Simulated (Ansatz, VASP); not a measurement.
# MgO: VASP beside Ansatz

```xyz
2
Lattice="2.9380 -0.0147 0.0000 -1.4817 2.5517 0.0000 0.0000 0.0000 2.6797" Properties=species:S:1:pos:R:3 pbc="T T T"
Mg    0.0000    0.0000    0.0000
O    -0.0085    1.6963    1.3398
```

Alike in both runs: task single point; functional PBEsol; k mesh 12 × 12 × 8; occupations gaussian, width 0.05 eV; no spin polarisation.

|  | VASP | Ansatz |
| --- | --- | --- |
| version | VASP 6.6.1 | Ansatz 0.2.0 |
| potentials or method | VASP PAW PBE potentials, release 64 (Mg, O), cutoff 520 eV | plane waves, PAW |
| valence electrons in the cell | 8 | 16 |

Ansatz gave:

| Property | Result |
| --- | --- |
| pressure (GPa) | -3.8 |
| traceless stress, the component that is largest in VASP (GPa) | 1.15 |

Problem. Which values does VASP return?

Solution. Pressure (GPa): -4.3; traceless stress, the component that is largest in VASP (GPa): 1.17.

VASP's potentials were made for PBE, not for PBEsol. The functional is the same, so the differences come from potentials, cutoffs and numerics. VASP's potentials hold 8 valence electrons a cell and Ansatz's 16, so a difference there can come from the potentials and not from the codes.
